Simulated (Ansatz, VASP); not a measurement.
**W in VASP and in Ansatz**

INCAR

```
SYSTEM = W
  ALGO = Fast
  EDIFF = 1E-7
  ENCUT = 520
  GGA = PE
  ISIF = 2
  ISMEAR = 0
  LASPH = .True.
  LCHARG = .True.
  LELF = .True.
  LREAL = .False.
  LVHAR = .True.
  LWAVE = .False.
  NBANDS = 13
  NELM = 60
  PREC = Accurate
  SIGMA = 0.15
```

KPOINTS

```
k-points
0
Gamma
  24 24 24
  0 0 0
```

The input POSCAR:

```
W
1.0
   -1.4231041611      1.4231041611      2.0122692838
    1.4231041611     -1.4231041611      2.0122692838
    1.4231041611      1.4231041611     -2.0122692838
W
1
Direct
    0.0000000000      0.0000000000      0.0000000000
```

Input for Ansatz:

```yaml
crystal:
  lattice:
    - [-1.4231041611, 1.4231041611, 2.0122692838]
    - [1.4231041611, -1.4231041611, 2.0122692838]
    - [1.4231041611, 1.4231041611, -2.0122692838]
  atoms:
    - { symbol: W, position: [0.0, 0.0, 0.0] }
basis:
  ecutwfc: 420
kpoints:
  mp_grid: { grid: [24, 24, 24] }
hamiltonian:
  xc: pbe
scf:
  occupations: { method: gaussian, width: 0.15 }
output:
  forces: true
  stress: true
  eigenvalues: true
```

Alike in both runs: task single point; functional PBE; k mesh 24 × 24 × 24; occupations gaussian, width 0.15 eV; no spin polarisation.

```csv
,VASP,Ansatz
version,VASP 6.6.1,Ansatz 0.2.0
potentials or method,"VASP PAW PBE potentials, release 64 (W_sv), cutoff 520 eV","scalar-relativistic, plane waves, PAW"
valence electrons in the cell,14,14
```

VASP gave:

| Property | Result |
| --- | --- |
| gap on the k mesh at the Fermi level (eV) | none |
| pressure (GPa) | 3.2 |

Question: Which values does Ansatz return?

Answer: gap on the k mesh at the Fermi level (eV): none; pressure (GPa): 2.6.

A gap of «none» marks a metal or a gap that the smearing closes.

Spin-orbit coupling is off throughout.
